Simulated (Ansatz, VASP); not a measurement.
**YbCu2Te4 in VASP and in Ansatz**

```xyz
7
Lattice="-2.9396 2.9396 6.1464 2.9396 -2.9396 6.1464 2.9396 2.9396 -6.1464" Properties=species:S:1:pos:R:3 pbc="T T T"
Yb    0.0000    0.0000    6.1464
Cu    0.0000    2.9396    3.0732
Cu    2.9396    0.0000    3.0732
Te    1.1010    1.1010   -1.6897
Te    1.8386   -1.8386    7.8361
Te    1.8386    1.8386    4.4568
Te   -1.8386    1.8386    7.8361
```

Change from the starting cell: species swapped into the ZnGa2S4 type (I-42m, No. 121).

Alike in both runs: task single point; functional PBE; k mesh 4 × 4 × 4; occupations gaussian, width 0.1 eV; collinear spin.

|  | VASP | Ansatz |
| --- | --- | --- |
| version | VASP 6.6.1 | Ansatz 0.2.0 |
| potentials or method | VASP PAW PBE potentials, release 64 (Yb, Cu, Te), cutoff 600 eV | scalar-relativistic, plane waves, PAW |
| valence electrons in the cell | 70 | 126 |

VASP gave:

```
gap on the k mesh at the Fermi level (eV)                     : none
pressure (GPa)                                                : 0.0
traceless stress, the component that is largest in VASP (GPa) : 0.12
rms of the force components (eV/Å)                            : 0.029
net moment per atom (μB)                                      : 0.00
```

Estimate Ansatz's values.

gap on the k mesh at the Fermi level (eV): none; pressure (GPa): 0.0; traceless stress, the component that is largest in VASP (GPa): 0.13; rms of the force components (eV/Å): 0.027; net moment per atom (μB): 0.00.

Atom by atom the forces differ by 0.009 eV/Å (rms over components). A gap of «none» marks a metal or a gap that the smearing closes. VASP's potentials hold 70 valence electrons a cell and Ansatz's 126, so a difference there can come from the potentials and not from the codes. Ansatz's warnings: seeded moment not kept.

The k mesh is coarse, so the values compare programs but aren't converged. Spin-orbit coupling is off throughout.
